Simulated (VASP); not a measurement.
# CrSiB3 (P-6m2) in VASP: further runs, part 2 of 2

VASP 6.6.1. The steps go on from the part before.

## (3) Single point, PBE, collinear spin, ferromagnetic start

This run uses another cell than the first one, of 10.56 Å³/atom.

INCAR

```
SYSTEM = CrSiB3
ALGO = Normal
EDIFF = 1E-7
ENCUT = 520
GGA = PE
ISIF = 2
ISMEAR = 0
ISPIN = 2
LASPH = .TRUE.
LCHARG = .FALSE.
LMAXMIX = 4
LORBIT = 11
LREAL = .FALSE.
LWAVE = .FALSE.
MAGMOM = 3 0 0 0 0
NBANDS = 24
NELM = 150
PREC = Accurate
SIGMA = 0.1
```

KPOINTS

```
k-points
0
G
  6 6 4
  0 0 0
```

POSCAR

```
CrSiB3
1.0
    3.7985912199     -0.0000000030      0.0000000000
   -1.8992956073      3.2896764965      0.0000000000
    0.0000000000      0.0000000000      4.2268391360
Cr Si B
1 1 3
Direct
    0.3333333333      0.6666666667      0.0000000000
    0.6666666667      0.3333333333      0.0000000000
    0.3333333333      0.6666666667      0.5000000000
    0.0000000000      0.0000000000      0.0000000000
    0.0000000000      0.0000000000      0.5000000000
```

Potentials or basis: VASP PAW PBE potentials, release 64 (Cr_pv, Si, B).

Run with:

```bash
$ cat potpaw_PBE.64/Cr_pv/POTCAR potpaw_PBE.64/Si/POTCAR potpaw_PBE.64/B/POTCAR > POTCAR
$ mpirun -np 1 vasp_std > vasp.out
```

Run time: 30 s. Hardware: 1 thread of Intel Xeon 6975P-C (Granite Rapids), shared host; peak memory 0.2 GiB.

It converged, with:

* Free energy: -29.1558 eV
* Pressure: 0.1 GPa
* Net moment: 0.00 μB per cell
* Valence electrons inside the program's atomic spheres: Cr 11.51; Si 1.70; B 1.62, 1.73, 1.47

Stress tensor (GPa, compression positive):
```
 0.18  0.00  0.00
 0.00  0.18  0.00
 0.00  0.00 -0.09
```

Levels at points of the mesh, in eV from the Fermi level:
Spin up:
```
           k point  band 10  band 11  band 12  band 13  band 14  band 15  band 16  band 17
(0.00, 0.00, 0.00)    -1.08    -1.08    -0.09    -0.09     1.33     2.29     3.27     3.27
(0.50, 0.00, 0.00)    -1.86    -1.52    -0.94    -0.44     0.12     1.28     1.34     3.21
(0.00, 0.00, 0.50)    -2.01    -0.24    -0.23     1.19     1.19     2.24     2.24     2.34
(0.50, 0.00, 0.50)    -2.80    -1.81    -0.90    -0.90     1.30     1.58     2.85     4.20
```
Spin down:
| k point | band 11 | band 12 | band 13 | band 14 | band 15 | band 16 |
| --- | --- | --- | --- | --- | --- | --- |
| (0.00, 0.00, 0.00) | -1.08 | -0.09 | -0.09 | 1.33 | 2.29 | 3.27 |
| (0.50, 0.00, 0.00) | -1.52 | -0.94 | -0.44 | 0.12 | 1.28 | 1.34 |
| (0.00, 0.00, 0.50) | -0.24 | -0.23 | 1.19 | 1.19 | 2.24 | 2.24 |
| (0.50, 0.00, 0.50) | -1.81 | -0.90 | -0.90 | 1.30 | 1.58 | 2.85 |

Caveat: the k points lie up to 0.37 Å⁻¹ apart.

## (4) Single point, PBE

This run uses another cell than the first one, of the same volume but with other edges.

INCAR

```
SYSTEM = CrSiB3
PREC = Accurate ; ENCUT = 520
EDIFF = 1E-7 ; ISMEAR = 0
SIGMA = 0.1 ; LREAL = .FALSE.
LASPH = .TRUE. ; NELM = 100
ALGO = Normal ; ISIF = 2
LWAVE = .FALSE. ; LCHARG = .FALSE.
GGA = PE ; NBANDS = 20
```

KPOINTS

```
regular mesh
0
G
  12 12 10
  0 0 0
```

POSCAR: that of step 3 with these lines changed.

```diff
@@ -2,5 +2,5 @@
 1.0
-    3.7985912199     -0.0000000030      0.0000000000
-   -1.8992956073      3.2896764965      0.0000000000
-    0.0000000000      0.0000000000      4.2268391360
+    3.9063263276      0.0000000000      0.0000000000
+   -1.9531631638      3.3829778352      0.0000000000
+    0.0000000000      0.0000000000      3.9855921718
 Cr Si B
```

Run with:

```bash
$ cat potpaw_PBE.64/Cr_pv/POTCAR potpaw_PBE.64/Si/POTCAR potpaw_PBE.64/B/POTCAR > POTCAR
$ mpirun -np 1 vasp_std > vasp.out
```

Wall time 55 s (1 thread of Intel Xeon 6975P-C (Granite Rapids), shared host); peak memory 0.25 GiB.

It converged, with:

- Free energy: -29.2839 eV
- Pressure: -0.1 GPa
- Band gap on the k mesh: zero (an odd number of electrons rules out a gap without spin polarisation)

Stress tensor (GPa, compression positive):
```
-0.07  0.00  0.00
 0.00 -0.07  0.00
 0.00  0.00 -0.17
```

Levels at points of the mesh, in eV from the Fermi level:
| k point | band 11 | band 12 | band 13 | band 14 | band 15 | band 16 |
| --- | --- | --- | --- | --- | --- | --- |
| (0.00, 0.00, 0.00) | -1.33 | -0.10 | -0.10 | 1.27 | 1.94 | 3.20 |
| (0.50, 0.00, 0.00) | -1.10 | -0.84 | -0.37 | 0.79 | 1.24 | 1.30 |
| (0.00, 0.00, 0.50) | -0.97 | -0.84 | 1.15 | 1.15 | 2.02 | 2.02 |
| (0.50, 0.00, 0.50) | -1.79 | -1.29 | -0.78 | 1.61 | 1.91 | 2.75 |

Caveat: the run has no spin polarisation, though such a crystal can be magnetic.

## (5) Relaxation of cell and atoms, PBE

This run uses another cell than the first one, of 10.56 Å³/atom.

INCAR

```
  PREC = Accurate
  ENCUT = 600
  EDIFF = 1E-7
  ISMEAR = 0
  SIGMA = 0.1
  LREAL = F
  LASPH = T
  NELM = 100
  ALGO = Normal
  ISIF = 3
  LWAVE = F
  LCHARG = F
  GGA = PE
  IBRION = 2
  NSW = 100
  EDIFFG = -0.01
```

KPOINTS

```
Automatic mesh
0
Gamma
  12 12 10
```

POSCAR: that of step 4 with these lines changed.

```diff
@@ -2,5 +2,5 @@
 1.0
-    3.9063263276      0.0000000000      0.0000000000
-   -1.9531631638      3.3829778352      0.0000000000
-    0.0000000000      0.0000000000      3.9855921718
+    3.7985912199      0.0000000000      0.0000000000
+   -1.8992956099      3.2896764950      0.0000000000
+    0.0000000000      0.0000000000      4.2268391360
 Cr Si B
```

Run with:

```bash
$ cat potpaw_PBE.64/Cr_pv/POTCAR potpaw_PBE.64/Si/POTCAR potpaw_PBE.64/B/POTCAR > POTCAR
$ mpirun -np 1 vasp_std > vasp.out
```

Wall time 6.2 min (1 thread of Intel Xeon 6975P-C (Granite Rapids), shared host); peak memory 0.27 GiB.

Results (log left out):

```yaml
Free_energy: -29.2856 eV
Relaxed_volume: 10.53 Å³/atom
Relaxed_cell: a = 3.905 Å, b = 3.905 Å, c = 3.985 Å, α = 90.00°, β = 90.00°, γ = 120.00°
Space_group_after_relaxing_to_0.1_Å: P-6m2 (No. 187)
Energy_gained_by_relaxing: 21.2 meV/atom
Ionic_steps: 11
Pressure_after_relaxing: 0.0 GPa
Band_gap_on_the_k_mesh: zero (an odd number of electrons rules out a gap without spin polarisation)
```

Stress tensor (GPa, compression positive):
```
 0.04  0.00  0.00
 0.00  0.04  0.00
 0.00  0.00 -0.05
```

The path:
```tsv
step	energy change (eV)	largest force (eV/Å)	pressure (GPa)	volume (Å³)
1	0.0000	0.0000	-0.05	52.82
2	-0.0410	0.0000	-0.29	52.78
3	-0.1053	0.0000	0.31	52.55
4	-0.1055	0.0000	0.26	52.56
5	-0.0927	0.0000	-0.33	52.69
6	-0.1056	0.0000	0.22	52.57
7	-0.1046	0.0000	-0.03	52.62
8	-0.1057	0.0000	0.18	52.58
9	-0.1057	0.0000	0.13	52.59
10	-0.1057	0.0000	-0.16	52.69
11	-0.1058	0.0000	0.01	52.63
```

Final structure:
```cif
data_structure
_symmetry_space_group_name_H-M 'P 1'
_symmetry_Int_Tables_number 1
_cell_length_a 3.9053
_cell_length_b 3.9053
_cell_length_c 3.9850
_cell_angle_alpha 90.000
_cell_angle_beta 90.000
_cell_angle_gamma 120.000
_cell_volume 52.63
loop_
_atom_site_label
_atom_site_type_symbol
_atom_site_fract_x
_atom_site_fract_y
_atom_site_fract_z
_atom_site_occupancy
Cr1 Cr 0.33333 0.66667 0.00000 1
Si1 Si 0.66667 0.33333 0.00000 1
B1 B 0.33333 0.66667 0.50000 1
B2 B 0.00000 0.00000 0.00000 1
B3 B 0.00000 0.00000 0.50000 1
```

Levels at points of the mesh, in eV from the Fermi level:
```csv
k point,band 11,band 12,band 13,band 14,band 15,band 16
"(0.00, 0.00, 0.00)",-1.33,-0.10,-0.10,1.27,1.94,3.21
"(0.50, 0.00, 0.00)",-1.10,-0.85,-0.38,0.79,1.24,1.30
"(0.00, 0.00, 0.50)",-0.96,-0.84,1.15,1.15,2.02,2.02
"(0.50, 0.00, 0.50)",-1.79,-1.29,-0.78,1.61,1.91,2.75
```

Caveat: the run has no spin polarisation, though such a crystal can be magnetic. Spin polarisation is off, so any magnetic state and its effect on volume and gap are missing.

## (6) Relaxation of cell and atoms, PBE, collinear spin, ferromagnetic start

INCAR

```
PREC = Accurate
ENCUT = 600
EDIFF = 1E-6
ISMEAR = 0
SIGMA = 0.1
LREAL = False
LASPH = True
NELM = 150
ALGO = Normal
ISIF = 3
LWAVE = False
LCHARG = False
ISPIN = 2
MAGMOM = 3 0 0 0 0
LORBIT = 11
LMAXMIX = 4
GGA = PE
IBRION = 2
NSW = 90
EDIFFG = -0.04
```

KPOINTS

```
Automatic mesh
0
Gamma
  6 6 4
```

POSCAR

```
CrSiB3
1.0
    3.6660212900      0.0000000000      0.0000000000
   -1.8330106400      3.1748675600      0.0000000000
    0.0000000000      0.0000000000      4.5200203600
Cr Si B
1 1 3
Direct
    0.3333333300      0.6666666700      0.0000000000
    0.6666666700      0.3333333300      0.0000000000
    0.3333333300      0.6666666700      0.5000000000
    0.0000000000      0.0000000000      0.0000000000
    0.0000000000      0.0000000000      0.5000000000
```

Potentials or basis: VASP PAW PBE potentials, release 64 (Cr_pv, Si, B).

Run with:

```bash
$ cat potpaw_PBE.64/Cr_pv/POTCAR potpaw_PBE.64/Si/POTCAR potpaw_PBE.64/B/POTCAR > POTCAR
$ mpirun -np 1 vasp_std > vasp.out
```

Wall time 1.8 min (1 thread of Intel Xeon 6975P-C (Granite Rapids), shared host); peak memory 0.22 GiB.

Results (log left out):

* Free energy: -29.1573 eV
* Relaxed volume: 10.56 Å³/atom
* Relaxed cell: a = 3.802 Å, b = 3.802 Å, c = 4.218 Å, α = 90.00°, β = 90.00°, γ = 120.00°
* Space group after relaxing (to 0.1 Å): P-6m2 (No. 187)
* Energy gained by relaxing: 36.4 meV/atom
* Ionic steps: 6
* Pressure after relaxing: 0.1 GPa
* Net moment: 0.00 μB per cell
* Valence electrons inside the program's atomic spheres: Cr 11.51; Si 1.69; B 1.62, 1.73, 1.47

Stress tensor (GPa, compression positive):
```
0.01 0.00 0.00
0.00 0.01 0.00
0.00 0.00 0.17
```

Step by step:
```csv
step,energy change (eV),largest force (eV/Å),pressure (GPa),volume (Å³)
1,0.0000,0.0000,4.34,52.61
2,-0.1222,0.0000,-4.83,54.75
3,-0.1223,0.0000,-4.54,54.67
4,-0.1778,0.0000,-0.31,53.00
5,-0.1805,0.0000,0.88,52.58
6,-0.1822,0.0000,0.06,52.81
```

Final structure:
```
CELL_PARAMETERS angstrom
3.80222 0.00000 0.00000
-1.90111 3.29282 0.00000
0.00000 0.00000 4.21828
ATOMIC_POSITIONS crystal
Cr 0.33333 0.66667 0.00000
Si 0.66667 0.33333 0.00000
B 0.33333 0.66667 0.50000
B 0.00000 0.00000 0.00000
B 0.00000 0.00000 0.50000
```

Levels at points of the mesh, in eV from the Fermi level:
Spin up:
| k point | band 10 | band 11 | band 12 | band 13 | band 14 | band 15 | band 16 | band 17 |
| --- | --- | --- | --- | --- | --- | --- | --- | --- |
| (0.00, 0.00, 0.00) | -1.09 | -1.09 | -0.08 | -0.08 | 1.32 | 2.27 | 3.27 | 3.27 |
| (0.50, 0.00, 0.00) | -1.85 | -1.50 | -0.93 | -0.43 | 0.14 | 1.28 | 1.33 | 3.22 |
| (0.00, 0.00, 0.50) | -2.02 | -0.26 | -0.26 | 1.19 | 1.19 | 2.23 | 2.23 | 2.36 |
| (0.50, 0.00, 0.50) | -2.81 | -1.81 | -0.91 | -0.90 | 1.32 | 1.60 | 2.85 | 4.21 |
Spin down:
```csv
k point,band 9,band 10,band 11,band 12,band 13,band 14,band 15,band 16,band 17,band 18
"(0.00, 0.00, 0.00)",-1.29,-1.09,-1.09,-0.08,-0.08,1.32,2.27,3.27,3.27,4.06
"(0.50, 0.00, 0.00)",-3.36,-1.85,-1.50,-0.93,-0.43,0.14,1.28,1.33,3.22,3.70
"(0.00, 0.00, 0.50)",-2.02,-2.02,-0.26,-0.26,1.19,1.19,2.23,2.23,2.36,4.30
"(0.50, 0.00, 0.50)",-3.28,-2.81,-1.81,-0.91,-0.90,1.32,1.60,2.85,4.21,5.49
```
